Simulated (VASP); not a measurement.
A run of VASP 6.6.1:

The input INCAR:

```
SYSTEM = B
ALGO = Normal ; EDIFF = 1E-6
ENCUT = 520 ; GGA = PS
ISIF = 2 ; ISMEAR = 0
LASPH = .TRUE. ; LCHARG = .FALSE.
LREAL = .FALSE. ; LWAVE = .FALSE.
NBANDS = 8 ; NELM = 100
PREC = Accurate ; SIGMA = 0.15
```

Contents of KPOINTS:

```
k-points
0
G
  36 36 14
  0 0 0
```

Contents of POSCAR:

```
B
1.0
    1.6020513316      0.0000000000      0.0000000000
   -0.8010256658      1.3874171513      0.0000000000
    0.0000000000      0.0000000000      4.1052766585
B
1
Direct
    0.0000000000      0.0000000000      0.0000000000
```

Potentials or basis: VASP PAW PBE potentials, release 64 (B).

Command:

```console
$ cat potpaw_PBE.64/B/POTCAR > POTCAR
$ mpirun -np 1 vasp_std > vasp.out
```

Hardware: 1 thread of AMD EPYC 9R45 96-Core Processor (Zen 5), on a shared host.

Question: How long does it take, and how much memory?

Answer: It took 22 s on 1 thread of AMD EPYC 9R45 96-Core Processor (Zen 5), on a shared host, peak memory 0.13 GiB. Counts: scf iterations 11, k points 1016.
